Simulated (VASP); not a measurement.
Runs of VASP 6.6.1 on KRb2. The structure is that of space group Fm-3m (No. 225), or close to it. The cells are those of the table. The cell was generated, and may not be a known phase.

| task | cell | k mesh | cutoff (eV) | gap on the mesh (eV) | pressure (GPa) | relaxed volume (Å³/atom) |
| --- | --- | --- | --- | --- | --- | --- |
| single point | a = 7.512 Å, angles 60.0°, 3 atoms | 4 × 4 × 4 | 520 | none | 0.0 | - |
| relaxation of cell and atoms | relaxed from a = 7.512 Å, angles 60.0°, 3 atoms | 8 × 8 × 8 | 600 | none | 0.0 | (a) |
| single point | a = 7.512 Å, angles 60.0°, 3 atoms | 8 × 8 × 8 | 520 | none | 0.0 | - |
| relaxation of cell and atoms | relaxed from a = 5.519 Å, angles 60.0°, 3 atoms | 4 × 4 × 4 | 600 | none | 0.0 | 99.94 |

Alike in all rows: level PBE; potentials or basis VASP PAW PBE potentials, release 64 (K_sv, Rb_sv); no spin polarisation; smearing gaussian 0.1 eV.

Task: Fill in the values left out.

Result: (a) 101.03.

Caveats: the volume moved by over 15 % at a fixed basis, so the end points are rough (at least some runs).

A k mesh can miss the band edges, and the runs leave out spin-orbit coupling on Rb.

A gap of «none» marks levels without a gap at the run's occupations.
